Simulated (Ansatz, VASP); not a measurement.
P: VASP beside Ansatz

File POSCAR:

```
P
1.0
    2.4186773778      0.0000000000      0.0000000000
    0.0000000000      2.4186773778      0.0000000000
    0.0000000000      0.0000000000      2.4186773778
P
1
Direct
    0.0000000000      0.0000000000      0.0000000000
```

INCAR.step1

```
SYSTEM = P
  ALGO = Normal
  EDIFF = 1E-4
  ENCUT = 520
  GGA = PE
  ISMEAR = 0
  LASPH = .TRUE.
  LCHARG = .FALSE.
  LREAL = .FALSE.
  LWAVE = .TRUE.
  NBANDS = 8
  NELM = 100
  PREC = Accurate
  SIGMA = 0.05
```

Contents of INCAR.step2:

```
SYSTEM = P
  ALGO = Normal
  EDIFF = 1E-6
  ENCUT = 520
  ISIF = 2
  ISMEAR = 0
  ISTART = 1
  IVDW = 12
  LASPH = .TRUE.
  LCHARG = .FALSE.
  LMIXTAU = .TRUE.
  LREAL = .FALSE.
  LWAVE = .FALSE.
  METAGGA = R2SCAN
  NBANDS = 8
  NELM = 100
  PREC = Accurate
  SIGMA = 0.05
  VDW_A1 = 0.49484001
  VDW_A2 = 5.73083694
  VDW_S6 = 1.0
  VDW_S8 = 0.78981345
```

Contents of KPOINTS:

```
k-points
0
G
  18 18 18
  0 0 0
```

Input for Ansatz:

```yaml
crystal:
  lattice:
    - [2.4186773778, 0.0, 0.0]
    - [0.0, 2.4186773778, 0.0]
    - [0.0, 0.0, 2.4186773778]
  atoms:
    - { symbol: P, position: [0.0, 0.0, 0.0] }
basis:
  ecutwfc: 500
  ecutrho_ratio: 4
kpoints:
  mp_grid: { grid: [18, 18, 18] }
hamiltonian:
  xc: r2scan
  dispersion: d3bj
scf:
  occupations: { method: gaussian, width: 0.05 }
output:
  forces: true
  stress: true
  eigenvalues: true
```

Alike in both runs: task single point; functional r2SCAN; dispersion D3(BJ); k mesh 18 × 18 × 18; occupations gaussian, width 0.05 eV; no spin polarisation.

|  | VASP | Ansatz |
| --- | --- | --- |
| version | VASP 6.6.1 | Ansatz 0.2.0 |
| potentials or method | VASP PAW PBE potentials, release 64 (P), cutoff 520 eV | scalar-relativistic, plane waves, PAW |
| valence electrons in the cell | 5 | 5 |

```tsv
	VASP	Ansatz	Ansatz less VASP
gap on the k mesh at the Fermi level (eV)	none	none	-
pressure (GPa)	-0.6	0.0	+0.54
```

VASP's potentials were made for PBE, not for r2SCAN. A gap of «none» marks a metal or a gap that the smearing closes. Ansatz's warnings: dispersion damping borrowed.
